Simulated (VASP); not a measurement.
Wanted: the native input for a VASP 6.6.1 run.

```yaml
Task: single point
Functional: revPBE
Potentials_or_basis: VASP PAW PBE potentials, release 64 (Rb_sv)
Cutoff: 520 eV
k_mesh: 12 × 12 × 6
Occupations: fermi-dirac, width 0.1 eV
Spin: no spin polarisation
Dipole_correction: no
Further_INCAR_settings: ALGO = Normal; EDIFF = 1e-06; NBANDS = 16
```

The structure of Rb lies in POSCAR:

```
Rb
1.0
    5.1845217471      0.0000000000      0.0000000000
   -2.5922608735      4.4899275394      0.0000000000
    0.0000000000      0.0000000000      8.5498784101
Rb
2
Direct
    0.3333333333      0.6666666667      0.2500000000
    0.6666666667      0.3333333333      0.7500000000
```

This isn't the form of Rb at room conditions, which is bcc.

These files were run (other wordings do the same):

INCAR

```
PREC = Accurate
ENCUT = 520
EDIFF = 1E-6
ISMEAR = -1
SIGMA = 0.1
LREAL = F
LASPH = T
NELM = 80
ALGO = Normal
ISIF = 2
LWAVE = F
LCHARG = F
GGA = RE
NBANDS = 16
```

KPOINTS

```
regular mesh
0
Gamma
  12 12 6
```

Potentials or basis: VASP PAW PBE potentials, release 64 (Rb_sv).

Command:

```console
$ cat potpaw_PBE.64/Rb_sv/POTCAR > POTCAR
$ mpirun -np 1 vasp_std > vasp.out
```

It gave:

The pressure is 0.0 GPa. The band gap on the k mesh is zero (bands 9 and 10 overlap by 2.27 eV).

Caveat: the PAW data sets were made with another functional, which shifts forces and pressure a little.

Wall time 74 s on 1 thread of Intel(R) Xeon(R) 6975P-C (Granite Rapids) (shared host), peak memory 0.42 GiB.
